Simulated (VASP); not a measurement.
Here is a VASP 6.6.1 calculation.

File INCAR:

```
SYSTEM = MoPt3
PREC = Accurate
ENCUT = 520
EDIFF = 1E-6
ISMEAR = 0
SIGMA = 0.1
LREAL = .FALSE.
LASPH = .TRUE.
NELM = 150
ALGO = Normal
ISIF = 2
LWAVE = .FALSE.
LCHARG = .FALSE.
ISPIN = 2
MAGMOM = 1 -1 0 0 0 0 0 0
LORBIT = 11
LMAXMIX = 4
GGA = PS
NBANDS = 58
```

The input KPOINTS:

```
regular mesh
0
G
  10 10 5
  0 0 0
```

Contents of POSCAR:

```
MoPt3
1.0
    3.9257370961      0.0000000000      3.9257370961
    0.0000000000      3.9257370961      3.9257370961
    0.0000000000      0.0000000000      7.8514741922
Mo Pt
2 6
Direct
    0.0000000000      0.0000000000      0.0000000000
    0.0000000000      0.0000000000      0.5000000000
    0.5000000000      0.5000000000      0.5000000000
    0.5000000000      0.0000000000      0.0000000000
    0.0000000000      0.5000000000      0.0000000000
    0.5000000000      0.5000000000      0.0000000000
    0.5000000000      0.0000000000      0.5000000000
    0.0000000000      0.5000000000      0.5000000000
```

Potentials or basis: VASP PAW PBE potentials, release 64 (Mo_sv, Pt).

The run is started by

```sh
$ cat potpaw_PBE.64/Mo_sv/POTCAR potpaw_PBE.64/Pt/POTCAR > POTCAR
$ mpirun -np 1 vasp_std > vasp.out
```

Question: Estimate the site moments.

Answer: Mo +0.75, -0.75; Pt +0.00 μB.

Question: What does it give for the pressure?

Answer: -1.9 GPa.

Caveat: the PAW data sets were made with another functional, which shifts forces and pressure a little.
